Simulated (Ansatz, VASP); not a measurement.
**PbF2: VASP beside Ansatz**

```
Pb F
1.0
     0.00000    2.96366    2.96366
     2.96366    0.00000    2.96366
     2.96366    2.96366    0.00000
Pb F
1 2
Cartesian
  0.0000 0.0000 0.0000
  1.4818 1.4818 1.4818
  4.4455 4.4455 4.4455
```

Alike in both runs: task relaxation of cell and atoms; functional PBE; dispersion D3(BJ); k mesh 8 × 8 × 8; occupations gaussian, width 0.02 eV; no spin polarisation.

```csv
,VASP,Ansatz
version,VASP 6.6.1,Ansatz 0.2.0
potentials or method,"VASP PAW PBE potentials, release 64 (Pb_d, F), cutoff 600 eV","scalar-relativistic, plane waves, PAW"
valence electrons in the cell,28,28
```

|  | VASP | Ansatz | Ansatz less VASP |
| --- | --- | --- | --- |
| gap on the k mesh at the Fermi level, each at its own relaxed structure (eV) | 4.42 | 4.42 | +0.003 |
| relaxed volume (Å³/atom) | 17.60 | 17.66 | +0.058 |
| relaxed cell length with the largest relative difference (Å) | 4.211 | 4.216 | +0.0046 |

Ansatz's warnings: relaxed geometry near dispersion switch.

Neither program's run includes spin-orbit coupling.
